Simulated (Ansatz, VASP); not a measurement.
Si2GeN4 in VASP and in Ansatz

The input INCAR:

```
PREC = Accurate
ENCUT = 520
EDIFF = 1E-7
ISMEAR = -1
SIGMA = 0.02
LREAL = F
LASPH = T
NELM = 100
ALGO = Normal
ISIF = 2
LWAVE = F
LCHARG = F
GGA = PE
NBANDS = 55
```

KPOINTS

```
regular mesh
0
Gamma
  4 8 4
```

Contents of POSCAR:

```
Si2GeN4
1.0
    7.7522654023      0.0000000000      0.0160571879
    0.0000000000      2.9628564505      0.0000000000
   -3.8622268651      0.0000000000      6.7091871427
Si Ge N
4 2 8
Direct
    0.5958539872      0.5000000000      0.8251524405
    0.8270983808      0.0000000000      0.2306327356
    0.7652136030      0.0000000000      0.5936906974
    0.2283017903      0.5000000000      0.4062368641
    0.1708316372      0.5000000000      0.7629849755
    0.4093118387      0.0000000000      0.1793742048
    0.3399377967      0.5000000000      0.6633527969
    0.6783234274      0.0000000000      0.3404881876
    0.6979147818      0.5000000000      0.6676564590
    0.6719362380      0.0000000000      0.9693103773
    0.0187250865      0.0000000000      0.6970677389
    0.9689506182      0.5000000000      0.2987932838
    0.2933223783      0.0000000000      0.3356970818
    0.3342784358      0.5000000000      0.0295621566
```

Input for Ansatz:

```yaml
crystal:
  lattice:
    - [7.7522654023, 0.0, 0.0160571879]
    - [0.0, 2.9628564505, 0.0]
    - [-3.8622268651, 0.0, 6.7091871427]
  atoms:
    - { symbol: Si, position: [0.5958539872, 0.5, 0.8251524405] }
    - { symbol: Si, position: [0.8270983808, 0.0, 0.2306327356] }
    - { symbol: Si, position: [0.765213603, 0.0, 0.5936906974] }
    - { symbol: Si, position: [0.2283017903, 0.5, 0.4062368641] }
    - { symbol: Ge, position: [0.1708316372, 0.5, 0.7629849755] }
    - { symbol: Ge, position: [0.4093118387, 0.0, 0.1793742048] }
    - { symbol: "N", position: [0.3399377967, 0.5, 0.6633527969] }
    - { symbol: "N", position: [0.6783234274, 0.0, 0.3404881876] }
    - { symbol: "N", position: [0.6979147818, 0.5, 0.667656459] }
    - { symbol: "N", position: [0.671936238, 0.0, 0.9693103773] }
    - { symbol: "N", position: [0.0187250865, 0.0, 0.6970677389] }
    - { symbol: "N", position: [0.9689506182, 0.5, 0.2987932838] }
    - { symbol: "N", position: [0.2933223783, 0.0, 0.3356970818] }
    - { symbol: "N", position: [0.3342784358, 0.5, 0.0295621566] }
kpoints:
  mp_grid: { grid: [4, 8, 4] }
  band_path:
    path:
      - [0.0, 0.0, 0.0]
      - [-1.598711067938e-18, -0.5, -3.056210809758e-35]
      - [0.5, -0.5, 8.968929534522e-18]
      - [0.5, -2.212227550338e-35, 8.968929534522e-18]
      - [0.0, 0.0, 0.0]
      - [0.5, 9.5715145951e-19, -0.5]
      - [0.5, -0.5, -0.5]
      - [-1.598711067938e-18, -0.5, -3.056210809758e-35]
      - [6.751754022829e-17, -0.5, -0.5]
      - [6.986430366513e-17, 9.5715145951e-19, -0.5]
      - [0.0, 0.0, 0.0]
    npoints: 10
hamiltonian:
  xc: pbe
scf:
  occupations: { method: fermi_dirac, width: 0.02 }
  n_extra_bands: 7
output:
  forces: true
  stress: true
  eigenvalues: true
  write_density: true
  write_potential: true
  elf: true
  volumetric_format: npy
```

Alike in both runs: task single point; functional PBE; k mesh 4 × 8 × 4; occupations fermi-dirac, width 0.02 eV; no spin polarisation.

```csv
,VASP,Ansatz
version,VASP 6.6.1,Ansatz 0.2.0
potentials or method,"VASP PAW PBE potentials, release 64 (Si, Ge_d, N)","plane waves, PAW"
plane-wave cutoff (eV),520,420
valence electrons in the cell,84,84
```

```csv
,VASP,Ansatz,Ansatz less VASP
gap on the k mesh at the Fermi level (eV),3.79,3.77,-0.016
pressure (GPa),5.5,6.0,+0.45
"traceless stress, the component that is largest in VASP (GPa)",0.17,0.23,+0.064
rms of the force components (eV/Å),0.037,0.047,+0.0096
```

Atom by atom the forces differ by 0.012 eV/Å (rms over components).
